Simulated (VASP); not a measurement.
Set up this calculation in VASP 6.6.1, as the native input.

```
Task                   : single point
Functional             : r2SCAN
Potentials or basis    : VASP PAW PBE potentials, release 64 (Ba_sv, Ti_sv, O)
Cutoff                 : 520 eV
k mesh                 : 6 × 6 × 2
Occupations            : gaussian, width 0.05 eV
Spin                   : no spin polarisation
Dipole correction      : no
Further INCAR settings : LREAL = Auto; ALGO = Normal; EDIFF = 1e-07; NBANDS = 73
```

The system is BaTiO3.

```
Ba Ti O
1.0
     2.84005   -1.63971   -2.33143
     0.00000    3.27941   -2.33143
     8.75674    5.05570    6.60588
Ba Ti O
3 3 9
Cartesian
  9.2353 5.3320 0.6065
  3.5552 2.0526 -4.0563
  6.3952 3.6923 -1.7249
  9.2353 5.3320 4.1978
  3.5552 2.0526 -0.4650
  6.3952 3.6923 1.8664
  9.2353 3.7238 5.1559
  3.5552 0.4443 0.4930
  6.3952 2.0840 2.8245
  7.8425 6.1361 5.1559
  2.1624 2.8567 0.4930
  5.0025 4.4964 2.8245
  2.1079 1.2170 -1.8384
  4.9480 2.8567 0.4930
  7.7880 4.4964 2.8245
```

This cell differs from its parent crystal: the part above a cut slid along it.

These files were run (other wordings do the same):

POSCAR

```
BaTiO3
1.0
    2.8400536680     -1.6397057497     -2.3314328258
    0.0000000000      3.2794114995     -2.3314328258
    8.7567374745      5.0557047382      6.6058817687
Ba Ti O
3 3 9
Direct
    0.9346125848      0.9346125848      0.7515283674
    0.9901459181      0.9901459181      0.0848617007
    0.9623792515      0.9623792515      0.4181950341
    0.4068926886      0.4068926886      0.9226826165
    0.4624260220      0.4624260220      0.2560159498
    0.4346593553      0.4346593553      0.5893492831
    0.4341225408     -0.0562835491      0.9138512176
    0.4896558741     -0.0007502158      0.2471845509
    0.4618892074     -0.0285168825      0.5805178843
   -0.0562835491      0.4341225408      0.9138512176
   -0.0007502158      0.4896558741      0.2471845509
   -0.0285168825      0.4618892074      0.5805178843
    0.5038055983      0.5038055983      0.0773199142
    0.4760389317      0.4760389317      0.4106532476
    0.4482722650      0.4482722650      0.7439865809
```

INCAR.step1

```
SYSTEM = BaTiO3
ALGO     = Normal         ! electronic algorithm
EDIFF    = 1E-4           ! SCF threshold, eV
ENCUT    = 520            ! plane-wave cutoff, eV
GGA      = PE             ! functional
ISMEAR   = 0              ! smearing method
LASPH    = .TRUE.         ! aspherical terms in the spheres
LCHARG   = .FALSE.        ! write CHGCAR
LREAL    = Auto         
LWAVE    = .TRUE.         ! write WAVECAR
NBANDS   = 73             ! bands
NELM     = 60             ! most SCF steps
PREC     = Accurate       ! precision mode
SIGMA    = 0.05           ! smearing width, eV
```

INCAR.step2

```
SYSTEM = BaTiO3
ALGO     = Normal         ! electronic algorithm
EDIFF    = 1E-7           ! SCF threshold, eV
ENCUT    = 520            ! plane-wave cutoff, eV
ISIF     = 2              ! what is computed and relaxed
ISMEAR   = 0              ! smearing method
ISTART   = 1            
LASPH    = .TRUE.         ! aspherical terms in the spheres
LCHARG   = .TRUE.         ! write CHGCAR
LELF     = .TRUE.         ! ELF
LMIXTAU  = .TRUE.       
LREAL    = Auto         
LVHAR    = .TRUE.       
LWAVE    = .FALSE.        ! write WAVECAR
METAGGA  = R2SCAN         ! meta-GGA
NBANDS   = 73             ! bands
NELM     = 60             ! most SCF steps
PREC     = Accurate       ! precision mode
SIGMA    = 0.05           ! smearing width, eV
```

KPOINTS

```
k-points
0
G
  6 6 2
  0 0 0
```

Potentials or basis: VASP PAW PBE potentials, release 64 (Ba_sv, Ti_sv, O).

Run with:

```bash
$ cat potpaw_PBE.64/Ba_sv/POTCAR potpaw_PBE.64/Ti_sv/POTCAR potpaw_PBE.64/O/POTCAR > POTCAR
$ cp INCAR.step1 INCAR
$ mpirun -np 1 vasp_std > vasp.out
$ cp INCAR.step2 INCAR
$ mpirun -np 1 vasp_std > vasp.out
```

It gave:

```json
{
  "Pressure": "1.8 GPa",
  "Largest force": "1.779 eV/Å",
  "Band gap on the k mesh": "2.58 eV (least direct gap 3.03 eV)"
}
```

Caveat: the cell differs from its parent crystal (the part above a cut slid along it); the stress differs along the axes, from -2 to 7 GPa; the PAW data sets were made with another functional, which shifts forces and pressure a little; spin-orbit coupling is left out, which moves the levels of the heavy elements.

Wall time 20 min on 1 thread of Intel(R) Xeon(R) 6975P-C (Granite Rapids), on a shared host, peak memory 0.44 GiB.
